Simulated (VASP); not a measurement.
# Fe (Fmmm) in VASP: single point with LDA

Aim: the single point of Fe with LDA.

All numbers are computed with VASP 6.6.1; they aren't measurements. Logs are shortened: lines on timing, memory, paths and dates and some standing lists are left out, and cuts for length are marked.

## 1. The cell of the first run

It takes space group Fmmm (No. 69, orthorhombic). Conventional cell: a = 3.400 Å, b = 3.452 Å, c = 3.710 Å, α = 90.00°, β = 90.00°, γ = 90.00°. Within 3.2 Å of Fe (site symmetry mmm) lie 12 Fe at 2.42 to 2.53 Å.

## 2. Single point, LDA, non-collinear spin, typed start

Contents of INCAR:

```
SYSTEM = Fe
ALGO = Normal
EDIFF = 1E-6
ENCUT = 520
ISIF = 2
ISMEAR = -1
LASPH = .TRUE.
LCHARG = .TRUE.
LMAXMIX = 4
LNONCOLLINEAR = .TRUE.
LORBIT = 11
LREAL = .FALSE.
LVHAR = .TRUE.
LWAVE = .FALSE.
MAGMOM = 0 0 0.5 0 0 0.5
NBANDS = 28
NELM = 150
PREC = Accurate
SIGMA = 0.08
```

Contents of KPOINTS:

```
k-points
0
G
  13 13 9
  0 0 0
```

Contents of POSCAR:

```
Fe
1.0
    1.7000753688     -1.7262356591      0.0000000000
    1.7000753688      1.7262356591      0.0000000000
    0.0000000000      0.0000000000      3.7097032485
Fe
2
Direct
    0.5000000000      0.5000000000      0.5000000000
    0.0000000000      0.0000000000      0.0000000000
```

Potentials or basis: VASP PAW LDA potentials, release 64 (Fe).

On the command line:

```console
cat potpaw_LDA.64/Fe/POTCAR > POTCAR
mpirun -np 1 vasp_ncl > vasp.out
```

OUTCAR:

```text
SYSTEM = Fe
   EDIFF = 1E-6
   ENCUT = 520
   ISIF = 2
   ISMEAR = -1
   LASPH = .TRUE.
   LNONCOLLINEAR = .TRUE.
   LORBIT = 11
   LREAL = .FALSE.
   NELM = 150
   PREC = Accurate

 ion  position               nearest neighbor table
   1  0.500  0.500  0.500-   2 2.52   2 2.52   2 2.52   2 2.52   2 2.53   2 2.53   2 2.53   2 2.53

   2  0.000  0.000  0.000-   1 2.52   1 2.52   1 2.52   1 2.52   1 2.53   1 2.53   1 2.53   1 2.53

  LATTYP: Found a base centered orthorhombic cell.
 ALAT       =     3.4001507376
 B/A-ratio  =     1.0153877239
 C/A-ratio  =     1.0910408199

  Lattice vectors:

 A1 = (   1.7000753688,  -1.7262356591,   0.0000000000)
 A2 = (   1.7000753688,   1.7262356591,   0.0000000000)
 A3 = (   0.0000000000,   0.0000000000,   3.7097032485)

Analysis of symmetry for initial positions (statically):
=====================================================================
 Subroutine PRICEL returns following result:

  LATTYP: Found a face centered orthorhombic cell.
 ALAT       =     3.4001507376
 B/A-ratio  =     1.0153877239
 C/A-ratio  =     1.0910408199

  Lattice vectors:

 A1 = (   0.0000000000,  -1.7262356591,  -1.8548516242)
 A2 = (   1.7000753688,   0.0000000000,  -1.8548516242)
 A3 = (   1.7000753688,  -1.7262356591,   0.0000000000)

   2 primitive cells build up your supercell.

 Routine SETGRP: Setting up the symmetry group for a
 base centered orthorhombic supercell.

 Subroutine GETGRP returns: Found  8 space group operations
 (whereof  8 operations were pure point group operations)
 out of a pool of  8 trial point group operations.

The static configuration has the point symmetry D_2h.

Analysis of symmetry for dynamics (positions and initial velocities):
=====================================================================
 Subroutine PRICEL returns following result:

  LATTYP: Found a face centered orthorhombic cell.
 ALAT       =     3.4001507376
 B/A-ratio  =     1.0153877239
 C/A-ratio  =     1.0910408199

  Lattice vectors:

 A1 = (   0.0000000000,  -1.7262356591,  -1.8548516242)
 A2 = (   1.7000753688,   0.0000000000,  -1.8548516242)
 A3 = (   1.7000753688,  -1.7262356591,   0.0000000000)

   2 primitive cells build up your supercell.

 Routine SETGRP: Setting up the symmetry group for a
 base centered orthorhombic supercell.

 Subroutine GETGRP returns: Found  8 space group operations
 (whereof  8 operations were pure point group operations)
 out of a pool of  8 trial point group operations.

The dynamic configuration has the point symmetry D_2h.

Analysis of structural, dynamic, and magnetic symmetry:
=====================================================================
 Subroutine PRICEL returns following result:

  LATTYP: Found a face centered orthorhombic cell.
 ALAT       =     3.4001507376
 B/A-ratio  =     1.0153877239
 C/A-ratio  =     1.0910408199

  Lattice vectors:

 A1 = (   0.0000000000,  -1.7262356591,  -1.8548516242)
 A2 = (   1.7000753688,   0.0000000000,  -1.8548516242)
 A3 = (   1.7000753688,  -1.7262356591,   0.0000000000)

   2 primitive cells build up your supercell.

 Routine SETGRP: Setting up the symmetry group for a
 base centered orthorhombic supercell.

 Subroutine GETGRP returns: Found  4 space group operations
 (whereof  4 operations were pure point group operations)
 out of a pool of  8 trial point group operations.

The overall configuration has the point symmetry C_2h.

 Subroutine INISYM returns: Found  4 space group operations
 (whereof  4 operations are pure point group operations),
 and found     2 'primitive' translations

----------------------------------------------------------------------------------------

                                     Primitive cell

  volume of cell :      10.8870

  direct lattice vectors                    reciprocal lattice vectors
     0.000000000 -1.726235659 -1.854851624    -0.294104608 -0.289647591 -0.269563341
     1.700075369  0.000000000 -1.854851624     0.294104608  0.289647591 -0.269563341
     1.700075369 -1.726235659  0.000000000     0.294104608 -0.289647591  0.269563341

  length of vectors
     2.533843740  2.516094356  2.422838379     0.493008765  0.493008765  0.493008765

  position of ions in fractional coordinates (direct lattice)
     0.000000000  0.000000000  0.000000000

  ion indices of the primitive-cell ions
   primitive index   ion index
                 1           1

----------------------------------------------------------------------------------------

 KPOINTS: k-points

Automatic generation of k-mesh.
 Grid dimensions read from file:
 generate k-points for:   13   13    9

 Generating k-lattice:

  Cartesian coordinates                     Fractional coordinates (reciprocal lattice)
     0.022623431 -0.022280584  0.000000000     0.076923077  0.000000000  0.000000000
     0.022623431  0.022280584  0.000000000     0.000000000  0.076923077  0.000000000
     0.000000000  0.000000000  0.029951482     0.000000000  0.000000000  0.111111111

  Length of vectors
     0.031752859  0.031752859  0.029951482

  Shift w.r.t. Gamma in fractional coordinates (k-lattice)
     0.000000000  0.000000000  0.000000000

 Subroutine IBZKPT returns following result:
 ===========================================

 Found    425 irreducible k-points:

 Following reciprocal coordinates:
            Coordinates               Weight
  0.000000  0.000000  0.000000      1.000000
  0.076923  0.000000  0.000000      2.000000
  0.000000  0.076923  0.000000      2.000000
  0.153846  0.000000  0.000000      2.000000
  0.000000  0.153846  0.000000      2.000000
  0.230769  0.000000  0.000000      2.000000
[... 16 lines left out ...]
  0.461538  0.076923  0.000000      2.000000
  0.076923  0.461538  0.000000      2.000000
 [... further k-points ...]
   k-points           NKPTS =    425   k-points in BZ     NKDIM =    425   number of bands    NBANDS=     28
   number of dos      NEDOS =    301   number of ions     NIONS =      2
   total plane-waves  NPLWV =   9072
   dimension x,y,z NGX =    18 NGY =   18 NGZ =   28
   dimension x,y,z NGXF=    36 NGYF=   36 NGZF=   56
   ions per type =               2
   NGX,Y,Z   is equivalent  to a cutoff of  12.35, 12.35, 12.55 a.u.
   NGXF,Y,Z  is equivalent  to a cutoff of  24.70, 24.70, 25.10 a.u.
 SYSTEM =  Fe
   PREC   = accura    normal or accurate (medium, high low for compatibility)
   ISTART =      0    job   : 0-new  1-cont  2-samecut
   ICHARG =      2    charge: 1-file 2-atom 10-const
   ISPIN  =      1    spin polarized calculation?
   LNONCOLLINEAR =      T non collinear calculations
   LSORBIT =      F    spin-orbit coupling
   LASPH  =      T    aspherical Exc in radial PAW
   ENCUT  =  520.0 eV  38.22 Ry    6.18 a.u.   4.50  4.50  6.90*2*pi/ulx,y,z
   NELM   =    150;   NELMIN=  2; NELMDL= -5     # of ELM steps
   EDIFF  = 0.1E-05   stopping-criterion for ELM
   LREAL  =      F    real-space projection
   EDIFFG = 0.1E-04   stopping-criterion for IOM
   NSW    =      0    number of steps for IOM
   IBRION =     -1    ionic relax: 0-MD 1-quasi-New 2-CG
   NFREE  =      0    steps in history (QN), initial steepest desc. (CG)
   ISIF   =      2    stress and relaxation
   ISYM   =      2    0-nonsym 1-usesym 2-fastsym
   POTIM  = 0.5000    time-step for ionic-motion
   TEBEG  =    0.0;   TEEND  =   0.0 temperature during run
   PSTRESS=    0.0 pullay stress
   NELECT =      16.0000    total number of electrons
   NUPDOWN=      -1.0000    fix difference up-down
   EMIN   =  10.00;   EMAX   =-10.00  energy-range for DOS
   EFERMI =   0.00;   METHOD = LEGACY
   ISMEAR =    -1;   SIGMA  =   0.08  broadening in eV -4-tet -1-fermi 0-gaus
   EFERMI_NEDOS =   21; number of points for ismear=-14 and -15
   IALGO  =     38    algorithm
   IMIX   =      4    mixing-type and parameters
     AMIX     =   0.40;   BMIX     =  1.00
     AMIX_MAG =   1.60;   BMIX_MAG =  1.00
  volume/ion in A,a.u.               =      10.89        73.47
  Fermi-wavevector in a.u.,A,eV,Ry     =   1.477301  2.791694 29.693606  2.182418
  Thomas-Fermi vector in A             =   2.591722
   LORBIT       =     11    0 simple, 1 ext, 2 COOP (PROOUT), +10 PAW based schemes
   GGA     = CA    functional components
   LHFCALC =     F    Hartree Fock is set to
   AEXX    =    0.0000 exact exchange contribution
   IVDW    =     0    specifies the selected vdW correction
   LEPSILON=     F    determine dielectric tensor
   LRPA    =     F    only Hartree local field effects (RPA)
  energy-cutoff  :      520.00
  volume of cell :       21.77
 maximum number of plane-waves:      1212
 NGX is ok and might be reduce to    18
   NGX =  9   NGY =  9   NGZ = 13

 number of electron      16.0000014 magnetization      -0.0000000     -0.0000000      0.4532994

 number of electron      16.0000016 magnetization       0.0000000      0.0000000      0.4661191

 number of electron      16.0000016 magnetization      -0.0000000      0.0000000      0.4324679

 Free energy of the ion-electron system (eV)
  ---------------------------------------------------
  ext. energy  EPLUGINS =         0.00000000
  ---------------------------------------------------
  free energy    TOTEN  =       -18.33132092 eV

  energy without entropy =      -18.24846365  energy(sigma->0) =      -18.28989228

 E-fermi :   5.9911     XC(G=0): -13.6925

 val. band max:        5.9910106483   @ k =   0.0000   0.2308  -0.2222
 cond. band min:       5.9914371415   @ k =   0.2308  -0.3077  -0.2222
 fundamental gap:      0.0004264932
 Fermi energy:         5.9910800711

 k-point     1 :       0.0000    0.0000    0.0000
  band No.  band energies     occupation
      1      -2.4867      1.00000
      2      -2.4456      1.00000
      3       1.3428      1.00000
      4       1.4912      1.00000
      5       2.1082      1.00000
      6       2.2475      1.00000
[... 20 lines left out ...]
     27      22.7632      0.00000
     28      22.8428      0.00000

 k-point     2 :       0.0769    0.0000    0.0000
  band No.  band energies     occupation
      1      -2.3179      1.00000
      2      -2.2767      1.00000
      3       1.4494      1.00000
      4       1.5990      1.00000
      5       2.1822      1.00000
      6       2.3215      1.00000
[... 20 lines left out ...]
     27      21.4024      0.00000
     28      21.4646      0.00000

 k-point     3 :       0.0000    0.0769    0.0000
  band No.  band energies     occupation
      1      -2.3179      1.00000
      2      -2.2767      1.00000
      3       1.4494      1.00000
      4       1.5990      1.00000
      5       2.1822      1.00000
      6       2.3215      1.00000
[... 20 lines left out ...]
     27      21.4024      0.00000
     28      21.4646      0.00000

 k-point     4 :       0.1538    0.0000    0.0000
  band No.  band energies     occupation
      1      -1.8246      1.00000
      2      -1.7829      1.00000
      3       1.7390      1.00000
      4       1.8919      1.00000
      5       2.3978      1.00000
      6       2.5369      1.00000
[... 578 lines left out ...]
     27      17.4934      0.00000
     28      17.5923      0.00000

 k-point    23 :       0.4615    0.0769    0.0000
  band No.  band energies     occupation
      1       2.0904      1.00000
      2       2.1693      1.00000
      3       2.7891      1.00000
      4       2.8887      1.00000
      5       3.2063      1.00000
      6       3.2186      1.00000
[... 20 lines left out ...]
     27      18.6202      0.00000
     28      18.7102      0.00000

 k-point    24 :       0.0769    0.4615    0.0000
  band No.  band energies     occupation
      1       2.0904      1.00000
      2       2.1693      1.00000
      3       2.7891      1.00000
      4       2.8887      1.00000
      5       3.2063      1.00000
      6       3.2186      1.00000
[... 20 lines left out ...]
     27      18.6202      0.00000
     28      18.7102      0.00000

 [... further k-points ...]

------------------------ aborting loop because EDIFF is reached ----------------------------------------

  FORCE on cell =-STRESS in cart. coord.  units (eV):
  Direction    XX          YY          ZZ          XY          YZ          ZX
  --------------------------------------------------------------------------------------
  -------------------------------------------------------------------------------------
  Total       -3.3273414     -3.6922801     -5.7007513      0.0000002      0.0000000      0.0000000
  in kB     -244.8333205   -271.6863379   -419.4742007      0.0000161      0.0000000      0.0000000
  external PRESSURE =    -311.9979531 kB  Pullay stress =       0.0000000 kB

 VOLUME and BASIS-vectors are now :
 -----------------------------------------------------------------------------
  energy-cutoff  :      520.00
  volume of cell :       21.77
      direct lattice vectors                 reciprocal lattice vectors
     1.700075369 -1.726235659  0.000000000     0.294104608 -0.289647591  0.000000000
     1.700075369  1.726235659  0.000000000     0.294104608  0.289647591  0.000000000
     0.000000000  0.000000000  3.709703248     0.000000000  0.000000000  0.269563341

 POSITION                                       TOTAL-FORCE (eV/Angst)
 -----------------------------------------------------------------------------------
      1.70008      0.00000      1.85485         0.000000      0.000000      0.000000
      0.00000      0.00000      0.00000        -0.000000      0.000000      0.000000
 -----------------------------------------------------------------------------------
    total drift:                                0.000000      0.000000      0.000000

  FREE ENERGIE OF THE ION-ELECTRON SYSTEM (eV)
  ---------------------------------------------------
  free  energy   TOTEN  =       -18.3313209208 eV

  energy  without entropy=      -18.2484636491  energy(sigma->0) =      -18.28989228

 total charge

# of ion       s       p       d       tot
------------------------------------------
    1        0.506   0.565   6.291   7.362
    2        0.506   0.565   6.291   7.362
--------------------------------------------------
tot          1.012   1.129  12.582  14.723

 magnetization (x)

# of ion       s       p       d       tot
------------------------------------------
    1        0.000   0.000   0.000   0.000
    2        0.000   0.000   0.000   0.000
--------------------------------------------------
tot          0.000   0.000   0.000   0.000

 magnetization (y)

# of ion       s       p       d       tot
------------------------------------------
    1        0.000   0.000   0.000   0.000
    2        0.000   0.000   0.000   0.000
--------------------------------------------------
tot          0.000   0.000   0.000   0.000

 magnetization (z)

# of ion       s       p       d       tot
------------------------------------------
    1       -0.001  -0.002   0.214   0.210
    2       -0.001  -0.002   0.214   0.210
--------------------------------------------------
tot         -0.002  -0.004   0.427   0.420
```

Wall time 8.3 min (1 thread of Oxide Virtual Turin-like, shared host); peak memory 0.39 GiB.

Results:

| Property | Result |
| --- | --- |
| Free energy | -18.3313 eV |
| Pressure | -31.2 GPa |
| Band gap on the k mesh | zero (bands 16 and 17 overlap by 1.54 eV) |
| Net moment | 0.43 μB per cell |
| Valence electrons inside the program's atomic spheres | Fe 7.36 |

Stress tensor (GPa, compression positive):
```
-24.48   0.00   0.00
  0.00 -27.17   0.00
  0.00   0.00 -41.95
```

Moments on the atoms (μB; x, y, z):
```
Fe  0.00 0.00 0.21
Fe  0.00 0.00 0.21
```

Caveat: the cell stands under tension.
